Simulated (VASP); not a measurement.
Set up this calculation in VASP 6.6.1, as the native input.

| Property | Result |
| --- | --- |
| Task | single point |
| Functional | LDA |
| Potentials or basis | VASP PAW LDA potentials, release 64 (Os) |
| Cutoff | 520 eV |
| k mesh | 24 × 24 × 14 |
| Occupations | gaussian, width 0.1 eV |
| Spin | no spin polarisation |
| Dipole correction | no |
| Further INCAR settings | ALGO = Fast; EDIFF = 1e-06; NBANDS = 15 |

The structure of Os lies in POSCAR:

```
Os
1.0
    2.7162815018      0.0000000029      0.0000000000
   -1.3581407534      2.3523687829      0.0000000000
    0.0000000000      0.0000000000      4.2882884189
Os
2
Direct
    0.3333333333      0.6666666667      0.2500000000
    0.6666666667      0.3333333333      0.7500000000
```

One way to write it, as run:

INCAR

```
PREC = Accurate ; ENCUT = 520
EDIFF = 1E-6 ; ISMEAR = 0
SIGMA = 0.1 ; LREAL = F
LASPH = T ; NELM = 60
ALGO = Fast ; ISIF = 2
LWAVE = F ; LCHARG = F
NBANDS = 15
```

KPOINTS

```
regular mesh
0
Gamma
  24 24 14
```

Potentials or basis: VASP PAW LDA potentials, release 64 (Os).

Run with:

```bash
$ cat potpaw_LDA.64/Os/POTCAR > POTCAR
$ mpirun -np 1 vasp_std > vasp.out
```

It gave:

```
Pressure               : 0.9 GPa
Band gap on the k mesh : zero (bands 8 and 9 overlap by 4.00 eV)
```

Caveat: spin-orbit coupling is left out, which moves the levels of the heavy elements.

Wall time 3.6 min on 1 thread of Intel Xeon 8259CL (shared host), peak memory 0.27 GiB.
